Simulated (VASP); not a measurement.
A run of VASP 6.6.1 is set up as follows.

The input INCAR:

```
SYSTEM = Cu
ALGO = Fast ; EDIFF = 1E-6
ENCUT = 520 ; GGA = PS
ISIF = 2 ; ISMEAR = 0
LASPH = .True. ; LCHARG = .True.
LELF = .True. ; LREAL = .False.
LVHAR = .True. ; LWAVE = .False.
NBANDS = 12 ; NELM = 80
PREC = Accurate ; SIGMA = 0.1
```

Contents of KPOINTS:

```
k-points
0
Gamma
  26 26 26
  0 0 0
```

The input POSCAR:

```
Cu
1.0
   -1.4427933200      1.4427933200      1.3760814500
    1.4427933200     -1.4427933200      1.3760814500
    1.4427933200      1.4427933200     -1.3760814500
Cu
1
Direct
    0.0000000000      0.0000000000      0.0000000000
```

Potentials or basis: VASP PAW PBE potentials, release 64 (Cu).

The run is started by

```console
$ cat potpaw_PBE.64/Cu/POTCAR > POTCAR
$ mpirun -np 1 vasp_std > vasp.out
```

Problem. What does it give for the pressure?

Solution. -0.5 GPa.

Problem. Predict the band gap on the k mesh.

Solution. Zero (an odd number of electrons rules out a gap without spin polarisation).

Stress tensor (GPa, compression positive):
```
-0.49  0.00  0.00
 0.00 -0.49  0.00
 0.00  0.00 -0.58
```

Caveat: the PAW data sets were made with another functional, which shifts forces and pressure a little.
